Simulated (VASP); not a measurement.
Wanted: the native input for a VASP 6.6.1 run.

| Item | Value |
| --- | --- |
| Task | single point |
| Functional | PBE |
| Potentials or basis | VASP PAW PBE potentials, release 64 (Ta_pv, Ge_d) |
| Cutoff | 520 eV |
| k mesh | 6 × 6 × 6 |
| Occupations | gaussian, width 0.1 eV |
| Spin | no spin polarisation |
| Dipole correction | no |
| Further INCAR settings | ALGO = Normal; EDIFF = 1e-07; NBANDS = 34 |

The structure of TaGe3 lies in POSCAR:

```
TaGe3
1.0
   -1.9879787139      1.9879787139      4.4406797246
    1.9879787139     -1.9879787139      4.4406797246
    1.9879787139      1.9879787139     -4.4406797246
Ta Ge
1 3
Direct
    0.0000000000      0.0000000000      0.0000000000
    0.5000000000      0.5000000000      0.0000000000
    0.2500000000      0.7500000000      0.5000000000
    0.7500000000      0.2500000000      0.5000000000
```

The input as run:

INCAR

```
ALGO     = Normal         # electronic algorithm
EDIFF    = 1E-7           # SCF threshold, eV
ENCUT    = 520            # plane-wave cutoff, eV
GGA      = PE             # functional
ISIF     = 2              # what is computed and relaxed
ISMEAR   = 0              # smearing method
LASPH    = True           # aspherical terms in the spheres
LCHARG   = False          # write CHGCAR
LREAL    = False          # projectors in reciprocal space
LWAVE    = False          # write WAVECAR
NBANDS   = 34             # bands
NELM     = 60             # most SCF steps
PREC     = Accurate       # precision mode
SIGMA    = 0.1            # smearing width, eV
```

KPOINTS

```
k-points
0
Gamma
  6 6 6
```

Potentials or basis: VASP PAW PBE potentials, release 64 (Ta_pv, Ge_d).

Run with:

```sh
$ cat potpaw_PBE.64/Ta_pv/POTCAR potpaw_PBE.64/Ge_d/POTCAR > POTCAR
$ mpirun -np 1 vasp_std > vasp.out
```

Results of the run:

* Pressure: -0.4 GPa

Caveat: the k points lie up to 0.37 Å⁻¹ apart.

Wall time 2.5 min on 1 thread of Intel Xeon 6975P-C, with other jobs on the host, peak memory 0.26 GiB.
